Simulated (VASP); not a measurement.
Wanted: the native input for a VASP 6.6.1 run.

* Task: single point
* Functional: PBE
* Potentials or basis: VASP PAW PBE potentials, release 64 (Bi_d, S)
* Cutoff: 520 eV
* k mesh: 7 × 7 × 7
* Occupations: gaussian, width 0.027 eV
* Spin: no spin polarisation
* Dipole correction: no
* Further INCAR settings: ALGO = Normal; EDIFF = 1e-07; NBANDS = 18

The structure of BiS lies in POSCAR:

```
BiS
1.0
    4.0029443400      0.0000000000      0.0000000000
    0.0000000000      4.0029443400      0.0000000000
    0.0000000000      0.0000000000      4.0029443400
Bi S
1 1
Direct
    0.5000000000      0.5000000000      0.5000000000
    0.0000000000      0.0000000000      0.0000000000
```

These files were run (other wordings do the same):

INCAR

```
SYSTEM = BiS
PREC = Accurate
ENCUT = 520
EDIFF = 1E-7
ISMEAR = 0
SIGMA = 0.027000000000000003
LREAL = .FALSE.
LASPH = .TRUE.
NELM = 80
ALGO = Normal
ISIF = 2
LWAVE = .FALSE.
LCHARG = .FALSE.
GGA = PE
NBANDS = 18
```

KPOINTS

```
Automatic mesh
0
G
  7 7 7
  0 0 0
```

Potentials or basis: VASP PAW PBE potentials, release 64 (Bi_d, S).

Launch:

```bash
$ cat potpaw_PBE.64/Bi_d/POTCAR potpaw_PBE.64/S/POTCAR > POTCAR
$ mpirun -np 1 vasp_std > vasp.out
```

Results of the run:

```yaml
Pressure: -10.9 GPa
```

Wall time 24 s on 1 thread of AMD EPYC 7R13 (shared host), peak memory 0.14 GiB.
